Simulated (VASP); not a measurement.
Cd, 1 atom in the cell. Symmetry: Fm-3m, No. 225, cubic system. The conventional cell has a = 4.346 Å, b = 4.346 Å, c = 4.346 Å, α = 90.00°, β = 90.00°, γ = 90.00°. Cd (site symmetry m-3m) has 12 Cd at 3.07 Å within 4.0 Å. This isn't the form of Cd at room conditions, which is hcp.

- Program: VASP 6.6.1
- Task: relaxation of cell and atoms
- Functional: PBE
- Potentials or basis: VASP PAW PBE potentials, release 64 (Cd)
- Cutoff: 600 eV
- k mesh: 15 × 15 × 15
- Occupations: fermi-dirac, width 0.05 eV
- Spin: no spin polarisation
- Target pressure: 6.1 GPa
- Dipole correction: no
- Further INCAR settings: ALGO = Normal; EDIFF = 1e-07; IBRION = 2; EDIFFG = -0.005; NSW = 32; ISIF = 3

Potentials or basis: VASP PAW PBE potentials, release 64 (Cd).

Launch:

```console
$ cat potpaw_PBE.64/Cd/POTCAR > POTCAR
$ mpirun -np 1 vasp_std > vasp.out
```

Hardware: 1 thread of Intel(R) Xeon(R) 6975P-C (Granite Rapids), on a shared host.

Problem. How long does it take, and how much memory?

Solution. Wall time 23 s on 1 thread of Intel(R) Xeon(R) 6975P-C (Granite Rapids) (shared host), peak memory 0.18 GiB. Counts: scf iterations 22, k points 120, ion steps 3.
